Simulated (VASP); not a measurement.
Ru: relaxation of cell and atoms with PBE

The system is Ru.

```xyz
2
Lattice="2.6457 0.0000 0.0000 -1.3228 2.2912 0.0000 0.0000 0.0000 4.1873" Properties=species:S:1:pos:R:3 pbc="T T T"
Ru    0.0000    1.5275    1.0468
Ru    1.3228    0.7637    3.1405
```

* Program: VASP 6.6.1
* Task: relaxation of cell and atoms
* Functional: PBE
* Potentials or basis: VASP PAW PBE potentials, release 64 (Ru_pv)
* Cutoff: 600 eV
* k mesh: 18 × 18 × 10
* Occupations: gaussian, width 0.1 eV
* Spin: no spin polarisation
* Target pressure: 30 GPa
* Dipole correction: no
* Further INCAR settings: ALGO = Fast; EDIFF = 1e-07; IBRION = 2; EDIFFG = -0.008; NSW = 70; ISIF = 3

```json
{
 "Relaxed volume": "12.71 Å³/atom",
 "Relaxed cell": "a = 2.646 Å, b = 2.646 Å, c = 4.194 Å, α = 90.00°, β = 90.00°, γ = 120.00°",
 "Space group after relaxing (to 0.1 Å)": "P6_3/mmc (No. 194)",
 "Energy change on relaxing (the run minimises the enthalpy)": "-4.2 meV/atom",
 "Ionic steps": "6",
 "Pressure after relaxing": "30.0 GPa",
 "Band gap on the k mesh": "zero (bands 14 and 15 overlap by 3.45 eV)"
}
```

The path:
| step | energy change (eV) | largest force (eV/Å) | pressure (GPa) | volume (Å³) |
| --- | --- | --- | --- | --- |
| 1 | 0.0000 | 0.0000 | 30.80 | 25.38 |
| 2 | -0.0415 | 0.0000 | 26.74 | 25.61 |
| 3 | -0.0092 | 0.0000 | 29.92 | 25.43 |
| 4 | -0.0095 | 0.0000 | 29.88 | 25.43 |
| 5 | -0.0071 | 0.0000 | 30.12 | 25.42 |
| 6 | -0.0084 | 0.0000 | 29.99 | 25.43 |

Final structure:
```yaml
crystal:
  lattice:
    - [2.64587, 0.00000, 0.00000]
    - [-1.32293, 2.29139, 0.00000]
    - [0.00000, 0.00000, 4.19387]
  atoms:
    - { symbol: Ru, position: [0.33333, 0.66667, 0.25000] }
    - { symbol: Ru, position: [0.66667, 0.33333, 0.75000] }
```

Levels at points of the mesh, in eV from the Fermi level:
| k point | band 11 | band 12 | band 13 | band 14 | band 15 | band 16 | band 17 | band 18 |
| --- | --- | --- | --- | --- | --- | --- | --- | --- |
| (0.00, 0.00, 0.00) | -2.68 | -2.11 | -2.11 | -1.51 | -1.51 | 1.31 | 1.31 | 1.37 |
| (0.50, 0.00, 0.00) | -2.26 | -1.88 | -1.65 | 1.62 | 2.08 | 2.14 | 4.46 | 6.65 |
| (0.00, 0.00, 0.50) | -3.03 | -3.03 | -2.92 | -2.92 | 0.62 | 0.62 | 0.62 | 0.62 |
| (0.50, 0.00, 0.50) | -1.16 | -1.16 | 0.51 | 0.51 | 1.90 | 1.90 | 3.68 | 3.68 |

Wall time 10 min on 1 thread of Intel Xeon 8259CL (shared host), peak memory 0.24 GiB.

Caveat: the cell is relaxed towards a set pressure, so the run minimises the enthalpy, not the energy.
